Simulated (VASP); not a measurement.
Crystal: WS.

```
W S
1.0
     3.00789    0.00000    0.00000
     0.00000    3.00789    0.00000
     0.00000    0.00000    3.00789
W S
1 1
Direct
  0.50000 0.50000 0.50000
  0.00000 0.00000 0.00000
```

* Program: VASP 6.6.1
* Task: relaxation of cell and atoms
* Functional: RPBE
* Dispersion: D4
* Potentials or basis: VASP PAW PBE potentials, release 64 (W_sv, S)
* Cutoff: 600 eV
* k mesh: 9 × 9 × 9
* Occupations: fermi-dirac, width 0.05 eV
* Spin: no spin polarisation

At the start: pressure -9.2 GPa; volume 13.61 Å³/atom.

Question: Where does the relaxation end?

Answer: Over 4 steps the energy falls by 14.9 meV/atom and the volume is 13.11 Å³/atom (-3.7 %); space group Pm-3m (No. 221, to 0.05 Å).

Step by step:
```tsv
step	energy change (eV)	largest force (eV/Å)	pressure (GPa)	volume (Å³)
1	0.0000	0.0000	-9.21	27.21
2	0.1121	0.0000	24.97	24.25
3	-0.0299	0.0000	-0.27	26.24
4	-0.0299	0.0000	-0.07	26.21
```

Final structure:
```
W S
1.0
     2.97053    0.00000    0.00000
     0.00000    2.97053    0.00000
     0.00000    0.00000    2.97053
W S
1 1
Direct
  0.50000 0.50000 0.50000
  0.00000 0.00000 0.00000
```

Caveat: the PAW data sets were made with another functional, which shifts forces and pressure a little; pairwise dispersion overbinds metals, which lowers pressure and volume.
